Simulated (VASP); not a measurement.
# MgCd2TeSe2: single point with PBE

The system is MgCd2TeSe2.

```
CELL_PARAMETERS angstrom
3.96189 0.00000 0.00000
0.00000 3.96189 0.00000
0.00000 0.00000 12.29308
ATOMIC_POSITIONS crystal
Mg 0.50000 0.50000 0.50000
Cd 0.00000 0.00000 0.24752
Cd 0.00000 0.00000 0.75248
Te 0.00000 0.00000 0.00000
Se 0.50000 0.50000 0.00000
Se 0.00000 0.00000 0.50000
```

The cell was generated, and may not be a known phase.

```json
{"Program": "VASP 6.6.1", "Task": "single point", "Functional": "PBE", "Potentials or basis": "VASP PAW PBE potentials, release 64 (Mg, Cd, Te, Se)", "Cutoff": "520 eV", "k mesh": "10 × 10 × 4", "Occupations": "gaussian, width 0.1 eV", "Spin": "no spin polarisation"}
```

The pressure is 0.0 GPa and the largest force is 0.004 eV/Å. The band gap on the k mesh is zero (bands 22 and 23 overlap by 1.71 eV).

Forces in eV/Å, atoms in the order of the input:
```
Mg   0.000  0.000  0.000
Cd   0.000  0.000  0.004
Cd   0.000  0.000 -0.004
Te   0.000  0.000  0.000
Se   0.000  0.000  0.000
Se   0.000  0.000  0.000
```

Stress tensor (GPa, compression positive):
```
-0.02  0.00  0.00
 0.00 -0.02  0.00
 0.00  0.00  0.07
```

Levels at points of the mesh, in eV from the Fermi level:
```
           k point  band 19  band 20  band 21  band 22  band 23  band 24  band 25  band 26
(0.00, 0.00, 0.00)    -2.59    -2.59    -0.81    -0.28     0.64     2.56     3.06     3.23
(0.50, 0.00, 0.00)    -2.19    -1.96    -1.54    -1.50    -1.14     0.04     0.61     0.99
(0.50, 0.50, 0.00)    -2.74    -1.84    -0.65    -0.40     1.08     1.08     2.06     2.06
(0.00, 0.00, 0.50)    -2.59    -2.42    -1.79    -0.18     0.48     3.06     3.19     3.23
(0.50, 0.00, 0.50)    -2.19    -1.54    -1.52    -1.29    -0.56    -0.54    -0.20     1.01
(0.50, 0.50, 0.50)    -3.00    -1.84    -0.65     0.56     0.77     1.45     1.45     1.49
```

Wall time 2.5 min on 1 thread of AMD EPYC 9R45 96-Core Processor (Zen 5), with other jobs on the host, peak memory 0.52 GiB.

Caveat: spin-orbit coupling is left out, which moves the levels of the heavy elements.
